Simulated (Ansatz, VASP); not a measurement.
# Pb: VASP beside Ansatz

```xyz
1
Lattice="0.0000 2.4364 2.4364 2.4364 0.0000 2.4364 2.4364 2.4364 0.0000" Properties=species:S:1:pos:R:3 pbc="T T T"
Pb    0.0000    0.0000    0.0000
```

Change from the starting cell: volume scaled by 0.96, crystal datasets.

Alike in both runs: task electric field gradients; functional PBE; k mesh 13 × 13 × 13; occupations fermi-dirac, width 0.08 eV; no spin polarisation.

```csv
,VASP,Ansatz
version,VASP 6.6.1,Ansatz 0.2.0
potentials or method,"VASP PAW PBE potentials, release 64 (Pb_d), cutoff 520 eV","all-electron PAW with datasets made for the crystal, scalar-relativistic"
```

```csv
,VASP,Ansatz,Ansatz less VASP
pressure (GPa),5.0,5.1,+0.08
```

Ansatz ran all-electron here, and VASP with PAW potentials.

Spin-orbit coupling is off throughout.
